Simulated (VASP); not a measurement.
# ScCr2 (P6/mmm) in VASP: notebook

Runs on ScCr2. Level: PBE. Tasks: single point, relaxation of cell and atoms.

All numbers are computed with VASP 6.6.1; they aren't measurements. Logs are shortened: lines on timing, memory, paths and dates and some standing lists are left out, and cuts for length are marked.

## Step 1: The cell of the first run

It takes space group P6/mmm (No. 191, hexagonal). Conventional cell: a = 3.595 Å, b = 3.595 Å, c = 4.501 Å, α = 90.00°, β = 90.00°, γ = 120.00°. Sc (site symmetry 6/mmm) has 12 Cr at 3.06 Å and 6 Sc at 3.60 Å within 4.0 Å. Within 2.7 Å of Cr (site symmetry -6m2) lie 3 Cr at 2.08 Å.

## Step 2: Single point, PBE

INCAR

```
SYSTEM = ScCr2
PREC = Accurate
ENCUT = 520
EDIFF = 1E-7
ISMEAR = 0
SIGMA = 0.1
LREAL = .FALSE.
LASPH = .TRUE.
NELM = 100
ALGO = Normal
ISIF = 2
LWAVE = .FALSE.
LCHARG = .FALSE.
GGA = PE
NBANDS = 24
```

KPOINTS

```
Automatic mesh
0
G
  6 6 4
  0 0 0
```

POSCAR

```
ScCr2
1.0
    3.5951427670      0.0000000000      0.0000000000
   -1.7975713835      3.1134849664      0.0000000000
    0.0000000000      0.0000000000      4.5010173044
Sc Cr
1 2
Direct
    0.0000000000      0.0000000000      0.0000000000
    0.3333333333      0.6666666667      0.5000000000
    0.6666666667      0.3333333333      0.5000000000
```

Potentials or basis: VASP PAW PBE potentials, release 64 (Sc_sv, Cr_pv).

Run with:

```
cat potpaw_PBE.64/Sc_sv/POTCAR potpaw_PBE.64/Cr_pv/POTCAR > POTCAR
mpirun -np 1 vasp_std > vasp.out
```

OUTCAR:

```text
SYSTEM = ScCr2
   PREC = Accurate
   ENCUT = 520
   EDIFF = 1E-7
   ISMEAR = 0
   LREAL = .FALSE.
   LASPH = .TRUE.
   NELM = 100
   ISIF = 2
   GGA = PE

 ion  position               nearest neighbor table
   1  0.000  0.000  0.000-   2 3.06   3 3.06   2 3.06   3 3.06   2 3.06   2 3.06   3 3.06   3 3.06
                             3 3.06   3 3.06   2 3.06   2 3.06
   2  0.333  0.667  0.500-   3 2.08   3 2.08   3 2.08   1 3.06   1 3.06   1 3.06   1 3.06   1 3.06
                             1 3.06
   3  0.667  0.333  0.500-   2 2.08   2 2.08   2 2.08   1 3.06   1 3.06   1 3.06   1 3.06   1 3.06
                             1 3.06

  LATTYP: Found a hexagonal cell.
 ALAT       =     3.5951427670
 C/A-ratio  =     1.2519717842

  Lattice vectors:

 A1 = (   3.5951427670,   0.0000000000,   0.0000000000)
 A2 = (  -1.7975713835,   3.1134849664,   0.0000000000)
 A3 = (   0.0000000000,   0.0000000000,   4.5010173044)

Analysis of symmetry for initial positions (statically):
=====================================================================
 Subroutine PRICEL returns:
 Original cell was already a primitive cell.

 Routine SETGRP: Setting up the symmetry group for a
 hexagonal supercell.

 Subroutine GETGRP returns: Found 24 space group operations
 (whereof 24 operations were pure point group operations)
 out of a pool of 24 trial point group operations.

The static configuration has the point symmetry D_6h.

Analysis of symmetry for dynamics (positions and initial velocities):
=====================================================================
 Subroutine PRICEL returns:
 Original cell was already a primitive cell.

 Routine SETGRP: Setting up the symmetry group for a
 hexagonal supercell.

 Subroutine GETGRP returns: Found 24 space group operations
 (whereof 24 operations were pure point group operations)
 out of a pool of 24 trial point group operations.

The dynamic configuration has the point symmetry D_6h.

 Subroutine INISYM returns: Found 24 space group operations
 (whereof 24 operations are pure point group operations),
 and found     1 'primitive' translations

----------------------------------------------------------------------------------------

                                     Primitive cell

  volume of cell :      50.3818

  direct lattice vectors                    reciprocal lattice vectors
     3.595142767  0.000000000  0.000000000     0.278153071  0.160591750  0.000000000
    -1.797571384  3.113484966  0.000000000     0.000000000  0.321183500  0.000000000
     0.000000000  0.000000000  4.501017304     0.000000000  0.000000000  0.222171996

  length of vectors
     3.595142767  3.595142767  4.501017304     0.321183500  0.321183500  0.222171996

  position of ions in fractional coordinates (direct lattice)
     0.000000000  0.000000000  0.000000000
     0.333333333  0.666666667  0.500000000
     0.666666667  0.333333333  0.500000000

  ion indices of the primitive-cell ions
   primitive index   ion index
                 1           1
                 2           2
                 3           3

----------------------------------------------------------------------------------------

 KPOINTS: Automatic mesh

Automatic generation of k-mesh.
 Grid dimensions read from file:
 generate k-points for:    6    6    4

 Generating k-lattice:

  Cartesian coordinates                     Fractional coordinates (reciprocal lattice)
     0.046358845  0.026765292  0.000000000     0.166666667  0.000000000  0.000000000
     0.000000000  0.053530583  0.000000000     0.000000000  0.166666667  0.000000000
     0.000000000  0.000000000  0.055542999     0.000000000  0.000000000  0.250000000

  Length of vectors
     0.053530583  0.053530583  0.055542999

  Shift w.r.t. Gamma in fractional coordinates (k-lattice)
     0.000000000  0.000000000  0.000000000

 Subroutine IBZKPT returns following result:
 ===========================================

 Found     21 irreducible k-points:

 Following reciprocal coordinates:
            Coordinates               Weight
  0.000000  0.000000  0.000000      1.000000
  0.166667 -0.000000  0.000000      6.000000
  0.333333  0.000000  0.000000      6.000000
  0.500000  0.000000  0.000000      3.000000
  0.166667  0.166667  0.000000      6.000000
  0.333333  0.166667  0.000000     12.000000
[... 13 lines left out ...]
  0.333333  0.166667  0.500000     12.000000
  0.333333  0.333333  0.500000      2.000000
   k-points           NKPTS =     21   k-points in BZ     NKDIM =     21   number of bands    NBANDS=     24
   number of dos      NEDOS =    301   number of ions     NIONS =      3
   total plane-waves  NPLWV =  28224
   dimension x,y,z NGX =    28 NGY =   28 NGZ =   36
   dimension x,y,z NGXF=    56 NGYF=   56 NGZF=   72
   ions per type =               1   2
   NGX,Y,Z   is equivalent  to a cutoff of  12.95, 12.95, 13.30 a.u.
   NGXF,Y,Z  is equivalent  to a cutoff of  25.90, 25.90, 26.59 a.u.
 SYSTEM =  ScCr2
   PREC   = accura    normal or accurate (medium, high low for compatibility)
   ISTART =      0    job   : 0-new  1-cont  2-samecut
   ICHARG =      2    charge: 1-file 2-atom 10-const
   ISPIN  =      1    spin polarized calculation?
   LNONCOLLINEAR =      F non collinear calculations
   LSORBIT =      F    spin-orbit coupling
   LASPH  =      T    aspherical Exc in radial PAW
   ENCUT  =  520.0 eV  38.22 Ry    6.18 a.u.   6.68  6.68  8.37*2*pi/ulx,y,z
   NELM   =    100;   NELMIN=  2; NELMDL= -5     # of ELM steps
   EDIFF  = 0.1E-06   stopping-criterion for ELM
   LREAL  =      F    real-space projection
   EDIFFG = 0.1E-05   stopping-criterion for IOM
   NSW    =      0    number of steps for IOM
   IBRION =     -1    ionic relax: 0-MD 1-quasi-New 2-CG
   NFREE  =      0    steps in history (QN), initial steepest desc. (CG)
   ISIF   =      2    stress and relaxation
   ISYM   =      2    0-nonsym 1-usesym 2-fastsym
   POTIM  = 0.5000    time-step for ionic-motion
   TEBEG  =    0.0;   TEEND  =   0.0 temperature during run
   PSTRESS=    0.0 pullay stress
   NELECT =      35.0000    total number of electrons
   NUPDOWN=      -1.0000    fix difference up-down
   EMIN   =  10.00;   EMAX   =-10.00  energy-range for DOS
   EFERMI =   0.00;   METHOD = LEGACY
   ISMEAR =     0;   SIGMA  =   0.10  broadening in eV -4-tet -1-fermi 0-gaus
   EFERMI_NEDOS =   21; number of points for ismear=-14 and -15
   IALGO  =     38    algorithm
   IMIX   =      4    mixing-type and parameters
     AMIX     =   0.40;   BMIX     =  1.00
     AMIX_MAG =   1.60;   BMIX_MAG =  1.00
  volume/ion in A,a.u.               =      16.79       113.33
  Fermi-wavevector in a.u.,A,eV,Ry     =   1.449905  2.739924 28.602514  2.102225
  Thomas-Fermi vector in A             =   2.567578
   LORBIT       =      0    0 simple, 1 ext, 2 COOP (PROOUT), +10 PAW based schemes
   GGA     = PE    functional components
   LHFCALC =     F    Hartree Fock is set to
   AEXX    =    0.0000 exact exchange contribution
   IVDW    =     0    specifies the selected vdW correction
   LEPSILON=     F    determine dielectric tensor
   LRPA    =     F    only Hartree local field effects (RPA)
 non-spin polarized calculation
 Gauss-broadening in eV      SIGMA  =   0.10
  energy-cutoff  :      520.00
  volume of cell :       50.38
 maximum number of plane-waves:      1385
 NGX is ok and might be reduce to    28
   NGX = 13   NGY = 13   NGZ = 17

 number of electron      35.0000002 magnetization

 Free energy of the ion-electron system (eV)
  ---------------------------------------------------
  ext. energy  EPLUGINS =         0.00000000
  ---------------------------------------------------
  free energy    TOTEN  =       -23.83450322 eV

  energy without entropy =      -23.82455654  energy(sigma->0) =      -23.82952988

 E-fermi :   6.3217     XC(G=0): -11.3934

 val. band max:        6.2876356464   @ k =   0.0000   0.0000   0.5000
 cond. band min:       6.3310103476   @ k =   0.3333   0.0000   0.2500
 fundamental gap:      0.0433747011
 Fermi energy:         6.3217258724

 k-point     1 :       0.0000    0.0000    0.0000
  band No.  band energies     occupation
      1     -42.9651      2.00000
      2     -37.0686      2.00000
      3     -37.0686      2.00000
      4     -36.1673      2.00000
      5     -35.6523      2.00000
      6     -35.4211      2.00000
[... 16 lines left out ...]
     23       8.2706      0.00000
     24       8.2706      0.00000

 k-point     2 :       0.1667   -0.0000    0.0000
  band No.  band energies     occupation
      1     -42.9624      2.00000
      2     -37.1105      2.00000
      3     -36.9928      2.00000
      4     -36.1371      2.00000
      5     -35.6829      2.00000
      6     -35.5001      2.00000
[... 16 lines left out ...]
     23       8.5093      0.00000
     24       8.5425      0.00000

 k-point     3 :       0.3333    0.0000    0.0000
  band No.  band energies     occupation
      1     -42.9570      2.00000
      2     -37.1883      2.00000
      3     -36.8116      2.00000
      4     -36.0589      2.00000
      5     -35.7619      2.00000
      6     -35.6877      2.00000
[... 16 lines left out ...]
     23       9.0938      0.00000
     24       9.2219      0.00000

 k-point     4 :       0.5000    0.0000    0.0000
  band No.  band energies     occupation
      1     -42.9543      2.00000
      2     -37.2246      2.00000
      3     -36.6939      2.00000
      4     -35.9962      2.00000
      5     -35.8251      2.00000
      6     -35.8083      2.00000
[... 16 lines left out ...]
     23       9.2571      0.00000
     24       9.6206      0.00000

 k-point     5 :       0.1667    0.1667    0.0000
  band No.  band energies     occupation
      1     -42.9583      2.00000
      2     -37.1857      2.00000
      3     -36.8369      2.00000
      4     -36.0819      2.00000
      5     -35.7387      2.00000
      6     -35.6602      2.00000
[... 16 lines left out ...]
     23       8.8361      0.00000
     24       9.2400      0.00000

 k-point     6 :       0.3333    0.1667    0.0000
  band No.  band energies     occupation
      1     -42.9543      2.00000
      2     -37.2611      2.00000
      3     -36.6025      2.00000
      4     -35.9963      2.00000
      5     -35.8985      2.00000
      6     -35.8250      2.00000
[... 16 lines left out ...]
     23       9.3299      0.00000
     24       9.6325      0.00000
[... 298 lines left out ...]
 k-point    18 :       0.5000    0.0000    0.5000
  band No.  band energies     occupation
      1     -42.9538      2.00000
      2     -37.2244      2.00000
      3     -36.6949      2.00000
      4     -35.9972      2.00000
      5     -35.8253      2.00000
      6     -35.8083      2.00000
[... 16 lines left out ...]
     23       9.2154      0.00000
     24       9.2810      0.00000

 k-point    19 :       0.1667    0.1667    0.5000
  band No.  band energies     occupation
      1     -42.9583      2.00000
      2     -37.1859      2.00000
      3     -36.8368      2.00000
      4     -36.0817      2.00000
      5     -35.7392      2.00000
      6     -35.6606      2.00000
[... 16 lines left out ...]
     23       8.9376      0.00000
     24       9.4440      0.00000

 k-point    20 :       0.3333    0.1667    0.5000
  band No.  band energies     occupation
      1     -42.9538      2.00000
      2     -37.2616      2.00000
      3     -36.6026      2.00000
      4     -35.9970      2.00000
      5     -35.8986      2.00000
      6     -35.8255      2.00000
[... 16 lines left out ...]
     23       9.1649      0.00000
     24       9.1706      0.00000

 k-point    21 :       0.3333    0.3333    0.5000
  band No.  band energies     occupation
      1     -42.9524      2.00000
      2     -37.3100      2.00000
      3     -36.2507      2.00000
      4     -36.2507      2.00000
      5     -35.9115      2.00000
      6     -35.9115      2.00000
[... 16 lines left out ...]
     23       8.2952      0.00000
     24       9.2949      0.00000

------------------------ aborting loop because EDIFF is reached ----------------------------------------

  FORCE on cell =-STRESS in cart. coord.  units (eV):
  Direction    XX          YY          ZZ          XY          YZ          ZX
  --------------------------------------------------------------------------------------
  -------------------------------------------------------------------------------------
  Total        0.2932123      0.2932123     -0.0852528      0.0000000      0.0000000     -0.0000000
  in kB        9.3243626      9.3243626     -2.7110997      0.0000000      0.0000000     -0.0000000
  external PRESSURE =       5.3125418 kB  Pullay stress =       0.0000000 kB

 VOLUME and BASIS-vectors are now :
 -----------------------------------------------------------------------------
  energy-cutoff  :      520.00
  volume of cell :       50.38
      direct lattice vectors                 reciprocal lattice vectors
     3.595142767  0.000000000  0.000000000     0.278153071  0.160591750  0.000000000
    -1.797571384  3.113484966  0.000000000     0.000000000  0.321183500  0.000000000
     0.000000000  0.000000000  4.501017304     0.000000000  0.000000000  0.222171996

 POSITION                                       TOTAL-FORCE (eV/Angst)
 -----------------------------------------------------------------------------------
      0.00000      0.00000      0.00000        -0.000000      0.000000      0.000000
     -0.00000      2.07566      2.25051         0.000000      0.000000      0.000000
      1.79757      1.03783      2.25051        -0.000000      0.000000     -0.000000
 -----------------------------------------------------------------------------------
    total drift:                               -0.000000      0.000000     -0.000000

  FREE ENERGIE OF THE ION-ELECTRON SYSTEM (eV)
  ---------------------------------------------------
  free  energy   TOTEN  =       -23.8345032225 eV

  energy  without entropy=      -23.8245565405  energy(sigma->0) =      -23.82952988
```

It took 35 s on 1 thread of Intel Xeon Platinum 8175M at 2.50GHz (Skylake/Cascade Lake), shared host; peak memory 0.18 GiB.

Results:

* Free energy: -23.8345 eV
* Pressure: 0.5 GPa

Levels at points of the mesh, in eV from the Fermi level:
| k point | band 14 | band 15 | band 16 | band 17 | band 18 | band 19 | band 20 | band 21 | band 22 | band 23 |
| --- | --- | --- | --- | --- | --- | --- | --- | --- | --- | --- |
| (0.00, 0.00, 0.00) | -1.09 | -0.61 | -0.61 | -0.12 | -0.12 | 1.07 | 1.07 | 1.33 | 1.75 | 1.95 |
| (0.50, 0.00, 0.00) | -1.89 | -1.77 | -1.63 | -0.86 | -0.72 | -0.11 | 2.69 | 2.75 | 2.80 | 2.94 |
| (0.00, 0.00, 0.50) | -1.45 | -1.16 | -0.94 | -0.94 | -0.03 | -0.03 | 1.86 | 1.86 | 1.89 | 2.20 |
| (0.50, 0.00, 0.50) | -1.93 | -1.83 | -0.70 | -0.64 | 0.20 | 0.65 | 1.11 | 1.80 | 2.46 | 2.89 |

[end of part 1 of 2]
